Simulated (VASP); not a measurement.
# Mg (P6_3/mmc) in VASP: notebook

Runs on Mg. Level: PBE. Tasks: electric field gradients.

All numbers are computed with VASP 6.6.1; they aren't measurements. Logs are shortened: lines on timing, memory, paths and dates and some standing lists are left out, and cuts for length are marked.

### 1 The cell of the first run

The structure is hexagonal, space group P6_3/mmc (No. 194). Conventional cell: a = 3.209 Å, b = 3.209 Å, c = 5.210 Å, α = 90.00°, β = 90.00°, γ = 120.00°. Mg (site symmetry -6m2) has 12 Mg at 3.20 to 3.21 Å within 4.2 Å.

### 2 Electric field gradients, PBE

The input, INCAR:

```
SYSTEM = Mg
PREC = Accurate
ENCUT = 520
EDIFF = 1E-8
ISMEAR = -1
SIGMA = 0.05
LREAL = .False.
LASPH = .True.
NELM = 60
ALGO = Normal
ISIF = 2
LWAVE = .False.
LCHARG = .False.
GGA = PE
LEFG = .True.
NBANDS = 9
```

The input, KPOINTS:

```
Automatic mesh
0
Gamma
  12 12 7
  0 0 0
```

The input, POSCAR:

```
Mg
1.0
    3.2092715325      0.0000000000      0.0000000000
   -1.6046357662      2.7793106748      0.0000000000
    0.0000000000      0.0000000000      5.2103300000
Mg
2
Direct
    0.3333333333      0.6666666667      0.2500000000
    0.6666666667      0.3333333333      0.7500000000
```

Potentials or basis: VASP PAW PBE potentials, release 64 (Mg).

Launch:

```bash
> cat potpaw_PBE.64/Mg/POTCAR > POTCAR
> mpirun -np 1 vasp_std > vasp.out
```

OUTCAR:

```text
SYSTEM = Mg
   PREC = Accurate
   ENCUT = 520
   EDIFF = 1E-8
   ISMEAR = -1
   LREAL = .False.
   LASPH = .True.
   NELM = 60
   ISIF = 2
   GGA = PE

 ion  position               nearest neighbor table
   1  0.333  0.667  0.250-   2 3.20   2 3.20   2 3.20   2 3.20   2 3.20   2 3.20
   2  0.667  0.333  0.750-   1 3.20   1 3.20   1 3.20   1 3.20   1 3.20   1 3.20

  LATTYP: Found a hexagonal cell.
 ALAT       =     3.2092715325
 C/A-ratio  =     1.6235242008

  Lattice vectors:

 A1 = (   3.2092715325,   0.0000000000,   0.0000000000)
 A2 = (  -1.6046357662,   2.7793106748,   0.0000000000)
 A3 = (   0.0000000000,   0.0000000000,   5.2103300000)

Analysis of symmetry for initial positions (statically):
=====================================================================
 Subroutine PRICEL returns:
 Original cell was already a primitive cell.

 Routine SETGRP: Setting up the symmetry group for a
 hexagonal supercell.

 Subroutine GETGRP returns: Found 24 space group operations
 (whereof 12 operations were pure point group operations)
 out of a pool of 24 trial point group operations.

The static configuration has the point symmetry D_3d.
 The point group associated with its full space group is D_6h.

Analysis of symmetry for dynamics (positions and initial velocities):
=====================================================================
 Subroutine PRICEL returns:
 Original cell was already a primitive cell.

 Routine SETGRP: Setting up the symmetry group for a
 hexagonal supercell.

 Subroutine GETGRP returns: Found 24 space group operations
 (whereof 12 operations were pure point group operations)
 out of a pool of 24 trial point group operations.

The dynamic configuration has the point symmetry D_3d.
 The point group associated with its full space group is D_6h.

 Subroutine INISYM returns: Found 24 space group operations
 (whereof 12 operations are pure point group operations),
 and found     1 'primitive' translations

----------------------------------------------------------------------------------------

                                     Primitive cell

  volume of cell :      46.4739

  direct lattice vectors                    reciprocal lattice vectors
     3.209271532  0.000000000  0.000000000     0.311597193  0.179900723  0.000000000
    -1.604635766  2.779310675  0.000000000     0.000000000  0.359801446  0.000000000
     0.000000000  0.000000000  5.210330000     0.000000000  0.000000000  0.191926423

  length of vectors
     3.209271532  3.209271532  5.210330000     0.359801446  0.359801446  0.191926423

  position of ions in fractional coordinates (direct lattice)
     0.333333333  0.666666667  0.250000000
     0.666666667  0.333333333  0.750000000

  ion indices of the primitive-cell ions
   primitive index   ion index
                 1           1
                 2           2

----------------------------------------------------------------------------------------

 KPOINTS: Automatic mesh

Automatic generation of k-mesh.
 Grid dimensions read from file:
 generate k-points for:   12   12    7

 Generating k-lattice:

  Cartesian coordinates                     Fractional coordinates (reciprocal lattice)
     0.025966433  0.014991727  0.000000000     0.083333333  0.000000000  0.000000000
     0.000000000  0.029983454  0.000000000     0.000000000  0.083333333  0.000000000
     0.000000000  0.000000000  0.027418060     0.000000000  0.000000000  0.142857143

  Length of vectors
     0.029983454  0.029983454  0.027418060

  Shift w.r.t. Gamma in fractional coordinates (k-lattice)
     0.000000000  0.000000000  0.000000000

 Subroutine IBZKPT returns following result:
 ===========================================

 Found     76 irreducible k-points:

 Following reciprocal coordinates:
            Coordinates               Weight
  0.000000  0.000000  0.000000      1.000000
  0.083333  0.000000  0.000000      6.000000
  0.166667  0.000000  0.000000      6.000000
  0.250000 -0.000000  0.000000      6.000000
  0.333333  0.000000  0.000000      6.000000
  0.416667  0.000000  0.000000      6.000000
[... 16 lines left out ...]
  0.250000 -0.000000  0.142857     12.000000
  0.333333  0.000000  0.142857     12.000000
 [... further k-points ...]
   k-points           NKPTS =     76   k-points in BZ     NKDIM =     76   number of bands    NBANDS=      9
   number of dos      NEDOS =    301   number of ions     NIONS =      2
   total plane-waves  NPLWV =  23040
   dimension x,y,z NGX =    24 NGY =   24 NGZ =   40
   dimension x,y,z NGXF=    48 NGYF=   48 NGZF=   80
   ions per type =               2
   NGX,Y,Z   is equivalent  to a cutoff of  12.43, 12.43, 12.76 a.u.
   NGXF,Y,Z  is equivalent  to a cutoff of  24.86, 24.86, 25.53 a.u.
 SYSTEM =  Mg
   PREC   = accura    normal or accurate (medium, high low for compatibility)
   ISTART =      0    job   : 0-new  1-cont  2-samecut
   ICHARG =      2    charge: 1-file 2-atom 10-const
   ISPIN  =      1    spin polarized calculation?
   LNONCOLLINEAR =      F non collinear calculations
   LSORBIT =      F    spin-orbit coupling
   LASPH  =      T    aspherical Exc in radial PAW
   ENCUT  =  520.0 eV  38.22 Ry    6.18 a.u.   5.97  5.97  9.69*2*pi/ulx,y,z
   NELM   =     60;   NELMIN=  2; NELMDL= -5     # of ELM steps
   EDIFF  = 0.1E-07   stopping-criterion for ELM
   LREAL  =      F    real-space projection
   EDIFFG = 0.1E-06   stopping-criterion for IOM
   NSW    =      0    number of steps for IOM
   IBRION =     -1    ionic relax: 0-MD 1-quasi-New 2-CG
   NFREE  =      0    steps in history (QN), initial steepest desc. (CG)
   ISIF   =      2    stress and relaxation
   ISYM   =      2    0-nonsym 1-usesym 2-fastsym
   POTIM  = 0.5000    time-step for ionic-motion
   TEBEG  =    0.0;   TEEND  =   0.0 temperature during run
   PSTRESS=    0.0 pullay stress
   NELECT =       4.0000    total number of electrons
   NUPDOWN=      -1.0000    fix difference up-down
   EMIN   =  10.00;   EMAX   =-10.00  energy-range for DOS
   EFERMI =   0.00;   METHOD = LEGACY
   ISMEAR =    -1;   SIGMA  =   0.05  broadening in eV -4-tet -1-fermi 0-gaus
   EFERMI_NEDOS =   21; number of points for ismear=-14 and -15
   IALGO  =     38    algorithm
   IMIX   =      4    mixing-type and parameters
     AMIX     =   0.40;   BMIX     =  1.00
     AMIX_MAG =   1.60;   BMIX_MAG =  1.00
  volume/ion in A,a.u.               =      23.24       156.81
  Fermi-wavevector in a.u.,A,eV,Ry     =   0.722812  1.365916  7.108458  0.522457
  Thomas-Fermi vector in A             =   1.812869
   LORBIT       =      0    0 simple, 1 ext, 2 COOP (PROOUT), +10 PAW based schemes
   GGA     = PE    functional components
   LHFCALC =     F    Hartree Fock is set to
   AEXX    =    0.0000 exact exchange contribution
   IVDW    =     0    specifies the selected vdW correction
   LEPSILON=     F    determine dielectric tensor
   LRPA    =     F    only Hartree local field effects (RPA)
 non-spin polarized calculation
  energy-cutoff  :      520.00
  volume of cell :       46.47
 maximum number of plane-waves:      1281
 NGX is ok and might be reduce to    24
   NGX = 11   NGY = 11   NGZ = 19

 number of electron       4.0000000 magnetization

 Free energy of the ion-electron system (eV)
  ---------------------------------------------------
  ext. energy  EPLUGINS =         0.00000000
  ---------------------------------------------------
  free energy    TOTEN  =        -3.01473426 eV

  energy without entropy =       -3.00724671  energy(sigma->0) =       -3.01099048

 E-fermi :   2.5166     XC(G=0):  -8.4538

 val. band max:        2.4826903842   @ k =   0.3333   0.1667   0.1429
 cond. band min:       2.5220200710   @ k =   0.2500   0.0833   0.0000
 fundamental gap:      0.0393296868
 Fermi energy:         2.5165608406

 k-point     1 :       0.0000    0.0000    0.0000
  band No.  band energies     occupation
      1      -4.3090      2.00000
      2       0.9070      2.00000
      3       1.3283      2.00000
      4      13.4393      0.00000
      5      13.4393      0.00000
      6      13.5287      0.00000
      7      13.5287      0.00000
      8      14.3313      0.00000
      9      15.8826      0.00000
[... 265 lines left out ...]
 k-point    24 :       0.3333    0.0000    0.1429
  band No.  band energies     occupation
      1      -2.0513      2.00000
      2       1.7231      2.00000
      3       4.0071      0.00000
      4       5.0395      0.00000
      5       7.7903      0.00000
      6       9.9348      0.00000
      7      10.1308      0.00000
      8      11.8567      0.00000
      9      13.2757      0.00000

 [... further k-points ...]

------------------------ aborting loop because EDIFF is reached ----------------------------------------

  FORCE on cell =-STRESS in cart. coord.  units (eV):
  Direction    XX          YY          ZZ          XY          YZ          ZX
  --------------------------------------------------------------------------------------
  -------------------------------------------------------------------------------------
  Total       -0.0902603     -0.0902603     -0.3410127     -0.0000000      0.0000000      0.0000000
  in kB       -3.1117069     -3.1117069    -11.7563441     -0.0000000      0.0000000      0.0000000
  external PRESSURE =      -5.9932526 kB  Pullay stress =       0.0000000 kB

 VOLUME and BASIS-vectors are now :
 -----------------------------------------------------------------------------
  energy-cutoff  :      520.00
  volume of cell :       46.47
      direct lattice vectors                 reciprocal lattice vectors
     3.209271532  0.000000000  0.000000000     0.311597193  0.179900723  0.000000000
    -1.604635766  2.779310675  0.000000000     0.000000000  0.359801446  0.000000000
     0.000000000  0.000000000  5.210330000     0.000000000  0.000000000  0.191926423

 POSITION                                       TOTAL-FORCE (eV/Angst)
 -----------------------------------------------------------------------------------
     -0.00000      1.85287      1.30258         0.000000     -0.000000      0.000000
      1.60464      0.92644      3.90775        -0.000000      0.000000      0.000000
 -----------------------------------------------------------------------------------
    total drift:                                0.000000     -0.000000      0.000000

  FREE ENERGIE OF THE ION-ELECTRON SYSTEM (eV)
  ---------------------------------------------------
  free  energy   TOTEN  =        -3.0147342634 eV

  energy  without entropy=       -3.0072467063  energy(sigma->0) =       -3.01099048

 Electric field gradients (V/A^2)
---------------------------------------------------------------------
 ion       V_xx      V_yy      V_zz      V_xy      V_xz      V_yz
---------------------------------------------------------------------
   1      -0.570    -0.570     1.141    -0.000    -0.000     0.000
   2      -0.570    -0.570     1.141    -0.000     0.000    -0.000
---------------------------------------------------------------------

 Electric field gradients after diagonalization (V/A^2)
 (convention: |V_zz| > |V_xx| > |V_yy|)
----------------------------------------------------------------------
 ion       V_xx      V_yy      V_zz     asymmetry (V_yy - V_xx)/ V_zz
----------------------------------------------------------------------
   1      -0.570    -0.570     1.141       0.000
   2      -0.570    -0.570     1.141       0.000
----------------------------------------------------------------------

           NMR quadrupolar parameters

 Cq : quadrupolar parameter    Cq=e*Q*V_zz/h
 eta: asymmetry parameters     (V_yy - V_xx)/ V_zz
 Q  : nuclear electric quadrupole moment in mb (millibarn)
----------------------------------------------------------------------
 ion       Cq(MHz)       eta       Q (mb)
----------------------------------------------------------------------
   1       0.003       0.000       1.000
   2       0.003       0.000       1.000
----------------------------------------------------------------------
```

Run time: 20 s. Hardware: 1 thread of Intel Xeon 8259CL, shared host; peak memory 0.17 GiB.

What came out:

- Free energy: -3.0147 eV
- Pressure: -0.6 GPa
- Band gap on the k mesh: zero (bands 2 and 3 overlap by 2.24 eV)
- Largest electric field gradient by atom: Mg +1.1 V/Å²

Electric field gradients, principal values (V/Å²):
```csv
atom,least,middle,greatest (by size)
1 Mg,-0.570,-0.570,1.141
2 Mg,-0.570,-0.570,1.141
```

Caveat: without QUAD_EFG the Cq values of the log hold for a quadrupole moment of 1 mb, not for the nuclei.

### 3 Electric field gradients, PBE

The input, INCAR:

```
PREC = Accurate
ENCUT = 520
EDIFF = 1E-8
ISMEAR = -1
SIGMA = 0.05
LREAL = F
LASPH = T
NELM = 80
ALGO = Normal
ISIF = 2
LWAVE = F
LCHARG = F
GGA = PE
LEFG = T
NBANDS = 9
```

The input, KPOINTS:

```
Automatic mesh
0
Gamma
  12 12 7
```

POSCAR is that of step 2.

Potentials or basis: VASP PAW PBE potentials, release 64 (Mg).

Launch:

```bash
> cat potpaw_PBE.64/Mg/POTCAR > POTCAR
> mpirun -np 1 vasp_std > vasp.out
```

OUTCAR:

```text
PREC = Accurate
   ENCUT = 520
   EDIFF = 1E-8
   ISMEAR = -1
   LREAL = F
   LASPH = T
   NELM = 80
   ISIF = 2
   GGA = PE

 ion  position               nearest neighbor table
   1  0.333  0.667  0.250-   2 3.20   2 3.20   2 3.20   2 3.20   2 3.20   2 3.20
   2  0.667  0.333  0.750-   1 3.20   1 3.20   1 3.20   1 3.20   1 3.20   1 3.20

  LATTYP: Found a hexagonal cell.
 ALAT       =     3.2092715325
 C/A-ratio  =     1.6235242008

  Lattice vectors:

[... 502 lines left out ...]

  FREE ENERGIE OF THE ION-ELECTRON SYSTEM (eV)
  ---------------------------------------------------
  free  energy   TOTEN  =        -3.0147342634 eV

  energy  without entropy=       -3.0072467063  energy(sigma->0) =       -3.01099048

 Electric field gradients (V/A^2)
---------------------------------------------------------------------
 ion       V_xx      V_yy      V_zz      V_xy      V_xz      V_yz
---------------------------------------------------------------------
   1      -0.570    -0.570     1.141    -0.000    -0.000     0.000
   2      -0.570    -0.570     1.141    -0.000     0.000    -0.000
---------------------------------------------------------------------

 Electric field gradients after diagonalization (V/A^2)
 (convention: |V_zz| > |V_xx| > |V_yy|)
----------------------------------------------------------------------
 ion       V_xx      V_yy      V_zz     asymmetry (V_yy - V_xx)/ V_zz
----------------------------------------------------------------------
   1      -0.570    -0.570     1.141       0.000
   2      -0.570    -0.570     1.141       0.000
----------------------------------------------------------------------

           NMR quadrupolar parameters

 Cq : quadrupolar parameter    Cq=e*Q*V_zz/h
 eta: asymmetry parameters     (V_yy - V_xx)/ V_zz
 Q  : nuclear electric quadrupole moment in mb (millibarn)
----------------------------------------------------------------------
 ion       Cq(MHz)       eta       Q (mb)
----------------------------------------------------------------------
   1       0.003       0.000       1.000
   2       0.003       0.000       1.000
----------------------------------------------------------------------
```

Run time: 20 s. Hardware: 1 thread of Intel Xeon 8259CL, shared host; peak memory 0.17 GiB.

Results:

```yaml
Free_energy: -3.0147 eV
Pressure: -0.6 GPa
Band_gap_on_the_k_mesh: zero (bands 2 and 3 overlap by 2.24 eV)
Largest_electric_field_gradient_by_atom: Mg +1.1 V/Å²
```

Stress tensor (GPa, compression positive):
```
-0.31  0.00  0.00
 0.00 -0.31  0.00
 0.00  0.00 -1.18
```

Electric field gradients, principal values (V/Å²):
```
atom   least  middle  greatest (by size)
1 Mg  -0.570  -0.570               1.141
2 Mg  -0.570  -0.570               1.141
```

Caveat: without QUAD_EFG the Cq values of the log hold for a quadrupole moment of 1 mb, not for the nuclei.

(Part 1 of 2 ends here.)
